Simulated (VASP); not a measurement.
HfO2, 3 atoms in the cell. It takes space group I4mm (No. 107, tetragonal). Conventional cell: a = 3.617 Å, b = 3.617 Å, c = 5.115 Å, α = 90.00°, β = 90.00°, γ = 90.00°. Hf (site symmetry 4mm) has 8 O at 2.19 to 2.24 Å within 2.9 Å. Within 2.9 Å of O (site symmetry 2mm) lie 4 Hf at 2.19 to 2.24 Å and 6 O at 2.56 Å.  This cell differs from its parent crystal: all Hf atoms moved +0.050 Å, as atom 1 along Cartesian [1 0 0].

| Item | Value |
| --- | --- |
| Program | VASP 6.6.1 |
| Task | single point |
| Functional | PBE |
| Potentials or basis | VASP PAW PBE potentials, release 64 (Hf_pv, O) |
| Cutoff | 520 eV |
| k mesh | 8 × 8 × 8 |
| Occupations | gaussian, width 0.05 eV |
| Spin | no spin polarisation |
| Dipole correction | no |
| Further INCAR settings | ALGO = Normal; EDIFF = 1e-06; NBANDS = 18 |

Potentials or basis: VASP PAW PBE potentials, release 64 (Hf_pv, O).

Command:

```sh
$ cat potpaw_PBE.64/Hf_pv/POTCAR potpaw_PBE.64/O/POTCAR > POTCAR
$ mpirun -np 1 vasp_std > vasp.out
```

Hardware: 1 thread of AMD EPYC 7R13 (shared host).

Task: How long does it take, and how much memory?

Result: It took 64 s on 1 thread of AMD EPYC 7R13 (shared host), peak memory 0.15 GiB. Counts: scf iterations 13, k points 59.
